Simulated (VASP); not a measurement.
# GaP (F-43m) in VASP: single point with r2SCAN+rVV10

Aim: the single point of GaP with r2SCAN+rVV10.

Program: VASP 6.6.1. These are calculated values, not measurements. Logs are shortened: lines on timing, memory, paths and dates and some standing lists are left out, and cuts for length are marked.

## Step 1: The cell of the first run

Symmetry: F-43m, No. 216, cubic system. The conventional cell has a = 5.437 Å, b = 5.437 Å, c = 5.437 Å, α = 90.00°, β = 90.00°, γ = 90.00°. Within 3.1 Å of Ga (site symmetry -43m) lie 4 P at 2.35 Å. Within 3.1 Å of P (site symmetry -43m) lie 4 Ga at 2.35 Å.

## Step 2: Single point, r2SCAN+rVV10

Contents of POSCAR:

```
GaP
1.0
    0.0000000000      2.7184328970      2.7184328970
    2.7184328970      0.0000000000      2.7184328970
    2.7184328970      2.7184328970      0.0000000000
Ga P
1 1
Direct
    0.0000000000      0.0000000000      0.0000000000
    0.2500000000      0.2500000000      0.2500000000
```

Contents of INCAR.step1:

```
PREC = Accurate
ENCUT = 520
ISMEAR = -1
SIGMA = 0.03
LREAL = False
LASPH = True
NELM = 60
NBANDS = 16
GGA = PE
ALGO = Normal
EDIFF = 1E-4
LWAVE = True
LCHARG = False
```

Contents of INCAR.step2:

```
PREC = Accurate
ENCUT = 520
EDIFF = 1E-6
ISMEAR = -1
SIGMA = 0.03
LREAL = False
LASPH = True
NELM = 60
ALGO = Normal
ISIF = 2
LWAVE = False
LCHARG = False
METAGGA = R2SCAN
LMIXTAU = True
LUSE_VDW = True
IVDW_NL = 2
BPARAM = 11.95
CPARAM = 0.0093
NBANDS = 16
ISTART = 1
```

Contents of KPOINTS:

```
Automatic mesh
0
Gamma
  10 10 10
```

Potentials or basis: VASP PAW PBE potentials, release 64 (Ga_d, P).

Run with:

```sh
> cat potpaw_PBE.64/Ga_d/POTCAR potpaw_PBE.64/P/POTCAR > POTCAR
> cp INCAR.step1 INCAR
> mpirun -np 1 vasp_std > vasp.out
> cp INCAR.step2 INCAR
> mpirun -np 1 vasp_std > vasp.out
```

OUTCAR:

```text
PREC = Accurate
   ENCUT = 520
   EDIFF = 1E-6
   ISMEAR = -1
   LREAL = False
   LASPH = True
   NELM = 60
   ISIF = 2
   METAGGA = R2SCAN
   IVDW_NL = 2
   BPARAM = 11.95
   ISTART = 1

 ion  position               nearest neighbor table
   1  0.000  0.000  0.000-   2 2.35   2 2.35   2 2.35   2 2.35
   2  0.250  0.250  0.250-   1 2.35   1 2.35   1 2.35   1 2.35

  LATTYP: Found a face centered cubic cell.
 ALAT       =     5.4368657940

  Lattice vectors:

 A1 = (   0.0000000000,   2.7184328970,   2.7184328970)
 A2 = (   2.7184328970,   0.0000000000,   2.7184328970)
 A3 = (   2.7184328970,   2.7184328970,   0.0000000000)

Analysis of symmetry for initial positions (statically):
=====================================================================
 Subroutine PRICEL returns:
 Original cell was already a primitive cell.

 Routine SETGRP: Setting up the symmetry group for a
 face centered cubic supercell.

 Subroutine GETGRP returns: Found 24 space group operations
 (whereof 24 operations were pure point group operations)
 out of a pool of 48 trial point group operations.

The static configuration has the point symmetry T_d .

Analysis of symmetry for dynamics (positions and initial velocities):
=====================================================================
 Subroutine PRICEL returns:
 Original cell was already a primitive cell.

 Routine SETGRP: Setting up the symmetry group for a
 face centered cubic supercell.

 Subroutine GETGRP returns: Found 24 space group operations
 (whereof 24 operations were pure point group operations)
 out of a pool of 48 trial point group operations.

The dynamic configuration has the point symmetry T_d .

 Subroutine INISYM returns: Found 24 space group operations
 (whereof 24 operations are pure point group operations),
 and found     1 'primitive' translations

----------------------------------------------------------------------------------------

                                     Primitive cell

  volume of cell :      40.1778

  direct lattice vectors                    reciprocal lattice vectors
     0.000000000  2.718432897  2.718432897    -0.183929499  0.183929499  0.183929499
     2.718432897  0.000000000  2.718432897     0.183929499 -0.183929499  0.183929499
     2.718432897  2.718432897  0.000000000     0.183929499  0.183929499 -0.183929499

  length of vectors
     3.844444671  3.844444671  3.844444671     0.318575237  0.318575237  0.318575237

  position of ions in fractional coordinates (direct lattice)
     0.000000000  0.000000000  0.000000000
     0.250000000  0.250000000  0.250000000

  ion indices of the primitive-cell ions
   primitive index   ion index
                 1           1
                 2           2

----------------------------------------------------------------------------------------

 KPOINTS: Automatic mesh

Automatic generation of k-mesh.
 Grid dimensions read from file:
 generate k-points for:   10   10   10

 Generating k-lattice:

  Cartesian coordinates                     Fractional coordinates (reciprocal lattice)
    -0.018392950  0.018392950  0.018392950     0.100000000  0.000000000  0.000000000
     0.018392950 -0.018392950  0.018392950     0.000000000  0.100000000  0.000000000
     0.018392950  0.018392950 -0.018392950     0.000000000  0.000000000  0.100000000

  Length of vectors
     0.031857524  0.031857524  0.031857524

  Shift w.r.t. Gamma in fractional coordinates (k-lattice)
     0.000000000  0.000000000  0.000000000

 Subroutine IBZKPT returns following result:
 ===========================================

 Found     47 irreducible k-points:

 Following reciprocal coordinates:
            Coordinates               Weight
  0.000000  0.000000  0.000000      1.000000
  0.100000  0.000000  0.000000      8.000000
  0.200000  0.000000  0.000000      8.000000
  0.300000  0.000000  0.000000      8.000000
  0.400000  0.000000  0.000000      8.000000
  0.500000  0.000000  0.000000      4.000000
[... 16 lines left out ...]
  0.300000  0.300000  0.000000      6.000000
  0.400000  0.300000  0.000000     24.000000
 [... further k-points ...]
   k-points           NKPTS =     47   k-points in BZ     NKDIM =     47   number of bands    NBANDS=     16
   number of dos      NEDOS =    301   number of ions     NIONS =      2
   total plane-waves  NPLWV =  27000
   dimension x,y,z NGX =    30 NGY =   30 NGZ =   30
   dimension x,y,z NGXF=    60 NGYF=   60 NGZF=   60
   ions per type =               1   1
   NGX,Y,Z   is equivalent  to a cutoff of  12.97, 12.97, 12.97 a.u.
   NGXF,Y,Z  is equivalent  to a cutoff of  25.95, 25.95, 25.95 a.u.
 SYSTEM =  unknown system
   PREC   = accura    normal or accurate (medium, high low for compatibility)
   ISTART =      1    job   : 0-new  1-cont  2-samecut
   ICHARG =      0    charge: 1-file 2-atom 10-const
   ISPIN  =      1    spin polarized calculation?
   LNONCOLLINEAR =      F non collinear calculations
   LSORBIT =      F    spin-orbit coupling
   LASPH  =      T    aspherical Exc in radial PAW
   ENCUT  =  520.0 eV  38.22 Ry    6.18 a.u.   7.15  7.15  7.15*2*pi/ulx,y,z
   NELM   =     60;   NELMIN=  2; NELMDL=  0     # of ELM steps
   EDIFF  = 0.1E-05   stopping-criterion for ELM
   LREAL  =      F    real-space projection
   EDIFFG = 0.1E-04   stopping-criterion for IOM
   NSW    =      0    number of steps for IOM
   IBRION =     -1    ionic relax: 0-MD 1-quasi-New 2-CG
   NFREE  =      0    steps in history (QN), initial steepest desc. (CG)
   ISIF   =      2    stress and relaxation
   ISYM   =      2    0-nonsym 1-usesym 2-fastsym
   POTIM  = 0.5000    time-step for ionic-motion
   TEBEG  =    0.0;   TEEND  =   0.0 temperature during run
   PSTRESS=    0.0 pullay stress
   NELECT =      18.0000    total number of electrons
   NUPDOWN=      -1.0000    fix difference up-down
   EMIN   =  10.00;   EMAX   =-10.00  energy-range for DOS
   EFERMI =   0.00;   METHOD = LEGACY
   ISMEAR =    -1;   SIGMA  =   0.03  broadening in eV -4-tet -1-fermi 0-gaus
   EFERMI_NEDOS =   21; number of points for ismear=-14 and -15
   IALGO  =     38    algorithm
   IMIX   =      4    mixing-type and parameters
     AMIX     =   0.40;   BMIX     =  1.00
     AMIX_MAG =   1.60;   BMIX_MAG =  1.00
  volume/ion in A,a.u.               =      20.09       135.57
  Fermi-wavevector in a.u.,A,eV,Ry     =   1.252671  2.367205 21.350056  1.569185
  Thomas-Fermi vector in A             =   2.386560
   LORBIT       =      0    0 simple, 1 ext, 2 COOP (PROOUT), +10 PAW based schemes
   METAGGA = R2SCAN    functional components
   LHFCALC =     F    Hartree Fock is set to
   AEXX    =    0.0000 exact exchange contribution
   IVDW_NL    =     2    kernel type
   BPARAM     =11.9500
   IVDW    =     0    specifies the selected vdW correction
   LEPSILON=     F    determine dielectric tensor
   LRPA    =     F    only Hartree local field effects (RPA)
 non-spin polarized calculation
  energy-cutoff  :      520.00
  volume of cell :       40.18
 maximum number of plane-waves:      1106
 NGX is ok and might be reduce to    30
   NGX = 15   NGY = 15   NGZ = 15

 number of electron      17.9999987 magnetization

 Free energy of the ion-electron system (eV)
  ---------------------------------------------------
  ext. energy  EPLUGINS =         0.00000000
  ---------------------------------------------------
  free energy    TOTEN  =       -20.95118378 eV

  energy without entropy =      -20.95118378  energy(sigma->0) =      -20.95118378

 E-fermi :   5.0771     XC(G=0): -10.6399

 val. band max:        4.5314741610   @ k =   0.0000   0.0000   0.0000
 cond. band min:       6.3381806916   @ k =   0.4000   0.4000   0.0000
 fundamental gap:      1.8067065306
 Fermi energy:         5.0770799544

 k-point     1 :       0.0000    0.0000    0.0000
  band No.  band energies     occupation
      1     -10.4551      2.00000
      2     -10.4551      2.00000
      3     -10.4550      2.00000
      4     -10.3386      2.00000
      5     -10.3386      2.00000
      6      -8.5592      2.00000
[... 8 lines left out ...]
     15      14.8035      0.00000
     16      14.8035      0.00000

 k-point     2 :       0.1000    0.0000    0.0000
  band No.  band energies     occupation
      1     -10.4664      2.00000
      2     -10.4517      2.00000
      3     -10.4516      2.00000
      4     -10.3387      2.00000
      5     -10.3387      2.00000
      6      -8.4200      2.00000
[... 8 lines left out ...]
     15      14.3216      0.00000
     16      14.5831      0.00000

 k-point     3 :       0.2000    0.0000    0.0000
  band No.  band energies     occupation
      1     -10.4932      2.00000
      2     -10.4433      2.00000
      3     -10.4433      2.00000
      4     -10.3382      2.00000
      5     -10.3382      2.00000
      6      -8.0181      2.00000
[... 8 lines left out ...]
     15      13.8879      0.00000
     16      15.2398      0.00000

 k-point     4 :       0.3000    0.0000    0.0000
  band No.  band energies     occupation
      1     -10.5225      2.00000
      2     -10.4345      2.00000
      3     -10.4344      2.00000
      4     -10.3360      2.00000
      5     -10.3359      2.00000
      6      -7.4054      2.00000
[... 8 lines left out ...]
     15      14.3374      0.00000
     16      14.8385      0.00000

 k-point     5 :       0.4000    0.0000    0.0000
  band No.  band energies     occupation
      1     -10.5438      2.00000
      2     -10.4287      2.00000
      3     -10.4287      2.00000
      4     -10.3327      2.00000
      5     -10.3326      2.00000
      6      -6.7222      2.00000
[... 8 lines left out ...]
     15      15.6541      0.00000
     16      15.6541      0.00000

 k-point     6 :       0.5000    0.0000    0.0000
  band No.  band energies     occupation
      1     -10.5516      2.00000
      2     -10.4269      2.00000
      3     -10.4269      2.00000
      4     -10.3310      2.00000
      5     -10.3310      2.00000
      6      -6.3642      2.00000
[... 8 lines left out ...]
     15      16.8746      0.00000
     16      16.8746      0.00000

 k-point     7 :       0.1000    0.1000    0.0000
  band No.  band energies     occupation
      1     -10.4733      2.00000
      2     -10.4485      2.00000
      3     -10.4485      2.00000
      4     -10.3415      2.00000
      5     -10.3364      2.00000
      6      -8.3739      2.00000
[... 8 lines left out ...]
     15      14.8189      0.00000
     16      14.9698      0.00000

 k-point     8 :       0.2000    0.1000    0.0000
  band No.  band energies     occupation
      1     -10.4948      2.00000
      2     -10.4416      2.00000
      3     -10.4401      2.00000
      4     -10.3439      2.00000
      5     -10.3342      2.00000
      6      -8.0598      2.00000
[... 8 lines left out ...]
     15      14.8401      0.00000
     16      15.8426      0.00000

 k-point     9 :       0.3000    0.1000    0.0000
  band No.  band energies     occupation
      1     -10.5204      2.00000
      2     -10.4341      2.00000
      3     -10.4307      2.00000
      4     -10.3440      2.00000
      5     -10.3317      2.00000
      6      -7.5142      2.00000
[... 8 lines left out ...]
     15      15.0926      0.00000
     16      15.7785      0.00000
[... 172 lines left out ...]
 k-point    19 :       0.5000    0.2000    0.0000
  band No.  band energies     occupation
      1     -10.5582      2.00000
      2     -10.4177      2.00000
      3     -10.4103      2.00000
      4     -10.3479      2.00000
      5     -10.3271      2.00000
      6      -6.1487      2.00000
[... 8 lines left out ...]
     15      16.9173      0.00000
     16      17.9815      0.00000

 k-point    20 :      -0.4000    0.2000    0.0000
  band No.  band energies     occupation
      1     -10.5568      2.00000
      2     -10.4193      2.00000
      3     -10.4122      2.00000
      4     -10.3412      2.00000
      5     -10.3326      2.00000
      6      -6.0417      2.00000
[... 8 lines left out ...]
     15      15.1502      0.00000
     16      17.6863      0.00000

 k-point    21 :      -0.3000    0.2000    0.0000
  band No.  band energies     occupation
      1     -10.5464      2.00000
      2     -10.4223      2.00000
      3     -10.4188      2.00000
      4     -10.3390      2.00000
      5     -10.3363      2.00000
      6      -6.5466      2.00000
[... 8 lines left out ...]
     15      16.2105      0.00000
     16      18.0461      0.00000

 k-point    22 :      -0.2000    0.2000    0.0000
  band No.  band energies     occupation
      1     -10.5294      2.00000
      2     -10.4291      2.00000
      3     -10.4272      2.00000
      4     -10.3423      2.00000
      5     -10.3342      2.00000
      6      -7.1968      2.00000
[... 8 lines left out ...]
     15      16.5497      0.00000
     16      17.3630      0.00000

 k-point    23 :       0.3000    0.3000    0.0000
  band No.  band energies     occupation
      1     -10.5528      2.00000
      2     -10.4087      2.00000
      3     -10.4087      2.00000
      4     -10.3627      2.00000
      5     -10.3229      2.00000
      6      -7.0099      2.00000
[... 8 lines left out ...]
     15      16.2231      0.00000
     16      19.1186      0.00000

 k-point    24 :       0.4000    0.3000    0.0000
  band No.  band energies     occupation
      1     -10.5664      2.00000
      2     -10.4021      2.00000
      3     -10.3999      2.00000
      4     -10.3657      2.00000
      5     -10.3206      2.00000
      6      -6.4601      2.00000
[... 8 lines left out ...]
     15      16.9406      0.00000
     16      19.1008      0.00000

 [... further k-points ...]
[... 5 lines left out ...]
  --------------------------------------------------------------------------------------
  -------------------------------------------------------------------------------------
  Total       -0.0227291     -0.0227291     -0.0227291     -0.0000000      0.0000000      0.0000000
  in kB       -0.9063723     -0.9063723     -0.9063723     -0.0000000      0.0000000      0.0000000
  external PRESSURE =      -0.9063723 kB  Pullay stress =       0.0000000 kB

 VOLUME and BASIS-vectors are now :
 -----------------------------------------------------------------------------
  energy-cutoff  :      520.00
  volume of cell :       40.18
      direct lattice vectors                 reciprocal lattice vectors
     0.000000000  2.718432897  2.718432897    -0.183929499  0.183929499  0.183929499
     2.718432897  0.000000000  2.718432897     0.183929499 -0.183929499  0.183929499
     2.718432897  2.718432897  0.000000000     0.183929499  0.183929499 -0.183929499

 POSITION                                       TOTAL-FORCE (eV/Angst)
 -----------------------------------------------------------------------------------
      0.00000      0.00000      0.00000        -0.000000     -0.000000     -0.000000
      1.35922      1.35922      1.35922         0.000000      0.000000      0.000000
 -----------------------------------------------------------------------------------
    total drift:                                0.000011      0.000011      0.000011

  FREE ENERGIE OF THE ION-ELECTRON SYSTEM (eV)
  ---------------------------------------------------
  free  energy   TOTEN  =       -20.9511837764 eV

  energy  without entropy=      -20.9511837763  energy(sigma->0) =      -20.95118378
```

It took 2.8 min on 1 thread of Intel Xeon 6975P-C, shared host; peak memory 0.3 GiB.

Results:

| Property | Result |
| --- | --- |
| Free energy | -20.9512 eV |
| Pressure | -0.1 GPa |
| Band gap on the k mesh | 1.81 eV, indirect (least direct gap 2.39 eV) |

Levels at points of the mesh, in eV from the valence-band top:
```csv
k point,band 7,band 8,band 9,band 10,band 11,band 12
"(0.00, 0.00, 0.00)",0.00,0.00,0.00,2.39,4.18,4.18
"(0.50, 0.00, 0.00)",-6.91,-1.18,-1.18,2.04,5.03,5.03
"(0.50, 0.50, 0.00)",-7.00,-2.83,-2.83,1.84,2.06,11.41
```

Caveat: the PAW data sets were made with another functional, which shifts forces and pressure a little.
